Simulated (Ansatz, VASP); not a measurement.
## LiCl in VASP and in Ansatz

Contents of INCAR:

```
SYSTEM = LiCl
PREC = Accurate ; ENCUT = 520
EDIFF = 1E-7 ; ISMEAR = 0
SIGMA = 0.01 ; LREAL = .FALSE.
LASPH = .TRUE. ; NELM = 100
ALGO = Normal ; ISIF = 2
LWAVE = .FALSE. ; LCHARG = .FALSE.
GGA = PE ; NBANDS = 12
```

File KPOINTS:

```
regular mesh
0
G
  6 6 6
  0 0 0
```

POSCAR

```
LiCl
1.0
    3.2140673587      0.0000000000      0.0000000000
    0.0000000000      3.2140673587      0.0000000000
    0.0000000000      0.0000000000      3.2140673587
Li Cl
1 1
Direct
    0.0000000000      0.0000000000      0.0000000000
    0.5000000000      0.5000000000      0.5000000000
```

Input for Ansatz:

```yaml
crystal:
  lattice:
    - [3.2140673587, 0.0, 0.0]
    - [0.0, 3.2140673587, 0.0]
    - [0.0, 0.0, 3.2140673587]
  atoms:
    - { symbol: Li, position: [0.0, 0.0, 0.0] }
    - { symbol: Cl, position: [0.5, 0.5, 0.5] }
kpoints:
  mp_grid: { grid: [6, 6, 6] }
hamiltonian:
  xc: pbe
scf:
  occupations: { method: fixed }
  n_extra_bands: 4
output:
  forces: true
  stress: true
  eigenvalues: true
```

Alike in both runs: task single point; functional PBE; k mesh 6 × 6 × 6; no spin polarisation.

|  | VASP | Ansatz |
| --- | --- | --- |
| version | VASP 6.6.1 | Ansatz 0.2.0 |
| potentials or method | VASP PAW PBE potentials, release 64 (Li_sv, Cl) | plane waves, PAW |
| plane-wave cutoff (eV) | 520 | 420 |
| occupations | gaussian, width 0.01 eV | fixed |
| valence electrons in the cell | 10 | 10 |

|  | VASP | Ansatz | Ansatz less VASP |
| --- | --- | --- | --- |
| gap on the k mesh at the Fermi level (eV) | 4.65 | 4.63 | -0.015 |

Noted on VASP's run: the cutoff is short for stress, so the pressure is rough.
